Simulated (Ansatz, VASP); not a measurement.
# Two plane-wave programs on Mg

Contents of INCAR:

```
SYSTEM = Mg
ALGO = Normal ; EDIFF = 1E-6
ENCUT = 520 ; GGA = PS
ISIF = 2 ; ISMEAR = 0
LASPH = .True. ; LCHARG = .True.
LELF = .True. ; LREAL = .False.
LVHAR = .True. ; LWAVE = .False.
NBANDS = 7 ; NELM = 80
PREC = Accurate ; SIGMA = 0.15
```

The input KPOINTS:

```
k-points
0
Gamma
  18 18 18
  0 0 0
```

POSCAR

```
Mg
1.0
    0.0000000000      2.1096006400      2.2442560000
    2.1096006400      0.0000000000      2.2442560000
    2.1096006400      2.1096006400      0.0000000000
Mg
1
Direct
    0.0000000000      0.0000000000      0.0000000000
```

Input for Ansatz:

```yaml
crystal:
  lattice:
    - [0.0, 2.10960064, 2.244256]
    - [2.10960064, 0.0, 2.244256]
    - [2.10960064, 2.10960064, 0.0]
  atoms:
    - { symbol: Mg, position: [0.0, 0.0, 0.0] }
basis:
  ecutwfc: 420
kpoints:
  mp_grid: { grid: [18, 18, 18] }
hamiltonian:
  xc: pbesol
scf:
  occupations: { method: gaussian, width: 0.15 }
output:
  forces: true
  stress: true
  eigenvalues: true
```

Change from the starting cell: strain -0.0600 x Voigt [1, 1, 0, 0, 0, 0], atoms carried along.

Alike in both runs: task single point; functional PBEsol; k mesh 18 × 18 × 18; occupations gaussian, width 0.15 eV; no spin polarisation.

|  | VASP | Ansatz |
| --- | --- | --- |
| version | VASP 6.6.1 | Ansatz 0.2.0 |
| potentials or method | VASP PAW PBE potentials, release 64 (Mg), cutoff 520 eV | scalar-relativistic, plane waves, PAW |
| valence electrons in the cell | 2 | 10 |

Ansatz gave:

* gap on the k mesh at the Fermi level (eV): none
* pressure (GPa): 5.9
* traceless stress, the component that is largest in VASP (GPa): -1.28

Task: Estimate VASP's values.

Result: gap on the k mesh at the Fermi level (eV): none; pressure (GPa): 6.0; traceless stress, the component that is largest in VASP (GPa): -1.29.

VASP's potentials were made for PBE, not for PBEsol. A gap of «none» marks a metal or a gap that the smearing closes. VASP's potentials hold 2 valence electrons a cell and Ansatz's 10, so a difference there can come from the potentials and not from the codes.
